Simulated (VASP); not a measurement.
# La2LuN3 (P4mm) in VASP: single point with PBE

Aim: the single point of La2LuN3 with PBE.

All numbers are computed with VASP 6.6.1; they aren't measurements. Logs are shortened: lines on timing, memory, paths and dates and some standing lists are left out, and cuts for length are marked.

## (1) The cell of the first run

It takes space group P4mm (No. 99, tetragonal). The conventional cell has a = 4.466 Å, b = 4.466 Å, c = 7.210 Å, α = 90.00°, β = 90.00°, γ = 90.00°. Within 2.6 Å of La (site symmetry 2mm) lie 1 N at 1.96 Å. Lu (site symmetry 4mm) has 4 La at 2.74 Å and 1 N at 3.01 Å within 3.6 Å. N (site symmetry 2mm) has 1 La at 1.96 Å and 2 N at 2.33 Å within 2.6 Å. N (site symmetry 4mm) has 4 N at 2.33 Å and 1 Lu at 3.01 Å within 3.1 Å.

## (2) Single point, PBE

INCAR

```
PREC     = Accurate       # precision mode
ENCUT    = 520            # plane-wave cutoff, eV
EDIFF    = 1E-6           # SCF threshold, eV
ISMEAR   = 0              # smearing method
SIGMA    = 0.1            # smearing width, eV
LREAL    = False          # projectors in reciprocal space
LASPH    = True           # aspherical terms in the spheres
NELM     = 60             # most SCF steps
ALGO     = Normal         # electronic algorithm
ISIF     = 2              # what is computed and relaxed
LWAVE    = False          # write WAVECAR
LCHARG   = False          # write CHGCAR
GGA      = PE             # functional
NBANDS   = 40             # bands
```

KPOINTS

```
regular mesh
0
Gamma
  4 4 4
```

POSCAR

```
La2LuN3
1.0
    4.4655211700      0.0000000000      0.0000000000
    0.0000000000      4.4655211700      0.0000000000
    0.0000000000      0.0000000000      7.2098431300
La Lu N
2 1 3
Direct
    0.5000000000      0.0000000000      0.1143385900
    0.0000000000      0.5000000000      0.1143385900
    0.0000000000      0.0000000000      0.3339471900
    0.5000000000      0.0000000000      0.8429510200
    0.0000000000      0.5000000000      0.8429510200
    0.0000000000      0.0000000000      0.7516874300
```

Potentials or basis: VASP PAW PBE potentials, release 64 (La, Lu, N).

The run is started by

```
cat potpaw_PBE.64/La/POTCAR potpaw_PBE.64/Lu/POTCAR potpaw_PBE.64/N/POTCAR > POTCAR
mpirun -np 1 vasp_std > vasp.out
```

OUTCAR:

```text
PREC = Accurate
   ENCUT = 520
   EDIFF = 1E-6
   ISMEAR = 0
   LREAL = False
   LASPH = True
   NELM = 60
   ISIF = 2
   GGA = PE

 ion  position               nearest neighbor table
   1  0.500  0.000  0.114-   4 1.96   3 2.74   3 2.74   2 3.16   2 3.16   2 3.16   2 3.16
   2  0.000  0.500  0.114-   5 1.96   3 2.74   3 2.74   1 3.16   1 3.16   1 3.16   1 3.16
   3  0.000  0.000  0.334-   1 2.74   2 2.74   2 2.74   1 2.74
   4  0.500  0.000  0.843-   1 1.96
   5  0.000  0.500  0.843-   2 1.96
   6  0.000  0.000  0.752-

  LATTYP: Found a simple tetragonal cell.
 ALAT       =     4.4655211700
 C/A-ratio  =     1.6145580450

  Lattice vectors:

 A1 = (   4.4655211700,   0.0000000000,   0.0000000000)
 A2 = (   0.0000000000,   4.4655211700,   0.0000000000)
 A3 = (   0.0000000000,   0.0000000000,   7.2098431300)

Analysis of symmetry for initial positions (statically):
=====================================================================
 Subroutine PRICEL returns:
 Original cell was already a primitive cell.

 Routine SETGRP: Setting up the symmetry group for a
 simple tetragonal supercell.

 Subroutine GETGRP returns: Found  8 space group operations
 (whereof  8 operations were pure point group operations)
 out of a pool of 16 trial point group operations.

The static configuration has the point symmetry C_4v.

Analysis of symmetry for dynamics (positions and initial velocities):
=====================================================================
 Subroutine PRICEL returns:
 Original cell was already a primitive cell.

 Routine SETGRP: Setting up the symmetry group for a
 simple tetragonal supercell.

 Subroutine GETGRP returns: Found  8 space group operations
 (whereof  8 operations were pure point group operations)
 out of a pool of 16 trial point group operations.

The dynamic configuration has the point symmetry C_4v.

 Subroutine INISYM returns: Found  8 space group operations
 (whereof  8 operations are pure point group operations),
 and found     1 'primitive' translations

----------------------------------------------------------------------------------------

                                     Primitive cell
[... 89 lines left out ...]
   LASPH  =      T    aspherical Exc in radial PAW
   ENCUT  =  520.0 eV  38.22 Ry    6.18 a.u.   8.30  8.30 13.41*2*pi/ulx,y,z
   NELM   =     60;   NELMIN=  2; NELMDL= -5     # of ELM steps
   EDIFF  = 0.1E-05   stopping-criterion for ELM
   LREAL  =      F    real-space projection
   EDIFFG = 0.1E-04   stopping-criterion for IOM
   NSW    =      0    number of steps for IOM
   IBRION =     -1    ionic relax: 0-MD 1-quasi-New 2-CG
   NFREE  =      0    steps in history (QN), initial steepest desc. (CG)
   ISIF   =      2    stress and relaxation
   ISYM   =      2    0-nonsym 1-usesym 2-fastsym
   POTIM  = 0.5000    time-step for ionic-motion
   TEBEG  =    0.0;   TEEND  =   0.0 temperature during run
   PSTRESS=    0.0 pullay stress
   NELECT =      62.0000    total number of electrons
   NUPDOWN=      -1.0000    fix difference up-down
   EMIN   =  10.00;   EMAX   =-10.00  energy-range for DOS
   EFERMI =   0.00;   METHOD = LEGACY
   ISMEAR =     0;   SIGMA  =   0.10  broadening in eV -4-tet -1-fermi 0-gaus
   EFERMI_NEDOS =   21; number of points for ismear=-14 and -15
   IALGO  =     38    algorithm
   IMIX   =      4    mixing-type and parameters
     AMIX     =   0.40;   BMIX     =  1.00
     AMIX_MAG =   1.60;   BMIX_MAG =  1.00
  volume/ion in A,a.u.               =      23.96       161.70
  Fermi-wavevector in a.u.,A,eV,Ry     =   1.236845  2.337299 20.814003  1.529786
  Thomas-Fermi vector in A             =   2.371437
   LORBIT       =      0    0 simple, 1 ext, 2 COOP (PROOUT), +10 PAW based schemes
   GGA     = PE    functional components
   LHFCALC =     F    Hartree Fock is set to
   AEXX    =    0.0000 exact exchange contribution
   IVDW    =     0    specifies the selected vdW correction
   LEPSILON=     F    determine dielectric tensor
   LRPA    =     F    only Hartree local field effects (RPA)
 non-spin polarized calculation
 Gauss-broadening in eV      SIGMA  =   0.10
  energy-cutoff  :      520.00
  volume of cell :      143.77
 maximum number of plane-waves:      3914
 NGX is ok and might be reduce to    36
   NGX = 17   NGY = 17   NGZ = 27

 number of electron      61.9999990 magnetization

 Free energy of the ion-electron system (eV)
  ---------------------------------------------------
  ext. energy  EPLUGINS =         0.00000000
  ---------------------------------------------------
  free energy    TOTEN  =       -24.44968032 eV

  energy without entropy =      -24.42745582  energy(sigma->0) =      -24.43856807

 E-fermi :   3.5708     XC(G=0):  -9.0521

 val. band max:        3.5252139714   @ k =   0.5000   0.2500   0.0000
 cond. band min:       3.5846535250   @ k =   0.2500   0.2500   0.0000
 fundamental gap:      0.0594395536
 Fermi energy:         3.5708187898

 k-point     1 :       0.0000    0.0000    0.0000
  band No.  band energies     occupation
      1     -53.2395      2.00000
      2     -28.5796      2.00000
      3     -27.6995      2.00000
      4     -24.1509      2.00000
      5     -24.1509      2.00000
      6     -23.8616      2.00000
[... 763 lines left out ...]
     39       5.8295      0.00000
     40       5.8822      0.00000

------------------------ aborting loop because EDIFF is reached ----------------------------------------

  FORCE on cell =-STRESS in cart. coord.  units (eV):
  Direction    XX          YY          ZZ          XY          YZ          ZX
  --------------------------------------------------------------------------------------
  -------------------------------------------------------------------------------------
  Total        6.8908326      6.8908326     -0.4311653      0.0000000      0.0000000      0.0000000
  in kB       76.7913251     76.7913251     -4.8048986      0.0000000      0.0000000      0.0000000
  external PRESSURE =      49.5925838 kB  Pullay stress =       0.0000000 kB

 VOLUME and BASIS-vectors are now :
 -----------------------------------------------------------------------------
  energy-cutoff  :      520.00
  volume of cell :      143.77
      direct lattice vectors                 reciprocal lattice vectors
     4.465521170  0.000000000  0.000000000     0.223938027  0.000000000  0.000000000
     0.000000000  4.465521170  0.000000000     0.000000000  0.223938027  0.000000000
     0.000000000  0.000000000  7.209843130     0.000000000  0.000000000  0.138699273

 POSITION                                       TOTAL-FORCE (eV/Angst)
 -----------------------------------------------------------------------------------
      2.23276      0.00000      0.82436         0.000000     -0.000000     -2.045819
      0.00000      2.23276      0.82436         0.000000     -0.000000     -2.045819
      0.00000      0.00000      2.40771         0.000000      0.000000      5.087958
      2.23276      0.00000      6.07754         0.000000     -0.000000     -1.110842
      0.00000      2.23276      6.07754         0.000000     -0.000000     -1.110842
      0.00000      0.00000      5.41955         0.000000     -0.000000      1.225365
 -----------------------------------------------------------------------------------
    total drift:                                0.000000     -0.000000     -0.001789

  FREE ENERGIE OF THE ION-ELECTRON SYSTEM (eV)
  ---------------------------------------------------
  free  energy   TOTEN  =       -24.4496803209 eV

  energy  without entropy=      -24.4274558235  energy(sigma->0) =      -24.43856807
```

Run time: 2.8 min. Hardware: 1 thread of Intel Xeon Platinum 8259CL at 2.50GHz (Skylake/Cascade Lake), shared host; peak memory 0.31 GiB.

Results:

- Free energy: -24.4497 eV
- Pressure: 5.0 GPa
- Largest force: 5.088 eV/Å
- Band gap on the k mesh: zero (band 31 reaches 3.83 eV, above the bottom of band 32 at 2.82 eV)

Forces in eV/Å, atoms in the order of the input:
```
La   0.000  0.000 -2.046
La   0.000  0.000 -2.046
Lu   0.000  0.000  5.088
N    0.000  0.000 -1.111
N    0.000  0.000 -1.111
N    0.000  0.000  1.225
```

Caveat: spin-orbit coupling is left out, which moves the levels of the heavy elements; forces of over 1 eV/Å act on the atoms, so gaps and moduli don't describe the material at rest.
